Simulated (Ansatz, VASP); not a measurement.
**Ru in VASP and in Ansatz**

```
Ru
1.0
    -2.34247    2.34247    1.35827
     2.34247   -2.34247    1.35827
     2.34247    2.34247   -1.35827
Ru
2
Direct
  0.00000 0.00000 0.00000
  0.75000 0.25000 0.50000
```

Alike in both runs: functional PBEsol; k mesh 8 × 8 × 8; occupations gaussian, width 0.1 eV; no spin polarisation.

Ansatz relaxed the structure, and its values are those at the end. VASP's run is a single point on that final structure, the one shown.

|  | VASP | Ansatz |
| --- | --- | --- |
| version | VASP 6.6.1 | Ansatz 0.2.0 |
| potentials or method | VASP PAW PBE potentials, release 64 (Ru_sv), cutoff 600 eV | scalar-relativistic, plane waves, PAW |
| valence electrons in the cell | 32 | 32 |

```tsv
	VASP	Ansatz	Ansatz less VASP
gap on the k mesh at the Fermi level (eV)	none	none	-
pressure (GPa)	-0.2	0.1	+0.25
```

VASP's potentials were made for PBE, not for PBEsol. A gap of «none» marks a metal or a gap that the smearing closes.
